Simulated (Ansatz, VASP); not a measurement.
## HfAl5N6: VASP beside Ansatz

```
Hf Al N
1.0
     2.93102    0.00000    0.00000
    -1.46551    2.53833    0.00000
     0.00000    0.00000   14.59193
Hf Al N
1 5 6
Direct
  0.00000 0.00000 0.50000
  0.33333 0.66667 0.83933
  0.66667 0.33333 0.67833
  0.33333 0.66667 0.32167
  0.66667 0.33333 0.16067
  0.00000 0.00000 0.00000
  0.00000 0.00000 0.75910
  0.33333 0.66667 0.60116
  0.66667 0.33333 0.39884
  0.00000 0.00000 0.24090
  0.33333 0.66667 0.08032
  0.66667 0.33333 0.91968
```

Alike in both runs: functional PBE; k mesh 6 × 6 × 1; occupations gaussian, width 0.1 eV; no spin polarisation.

Ansatz relaxed the structure, and its values are those at the end. VASP's run is a single point on that final structure, the one shown.

```csv
,VASP,Ansatz
version,VASP 6.6.1,Ansatz 0.2.0
potentials or method,"VASP PAW PBE potentials, release 64 (Hf_pv, Al, N), cutoff 600 eV","scalar-relativistic, plane waves, PAW"
valence electrons in the cell,55,71
```

Ansatz gave:

| Item | Value |
| --- | --- |
| gap on the k mesh at the Fermi level (eV) | none |
| pressure (GPa) | 0.0 |
| rms of the force components (eV/Å) | 0.000 |

Question: Which values does VASP return?

Answer: gap on the k mesh at the Fermi level (eV): none; pressure (GPa): -0.9; rms of the force components (eV/Å): 0.028.

A gap of «none» marks a metal or a gap that the smearing closes. VASP's potentials hold 55 valence electrons a cell and Ansatz's 71, so a difference there can come from the potentials and not from the codes.

The k mesh is coarse, so the values compare programs but aren't converged. Spin-orbit coupling is off throughout.
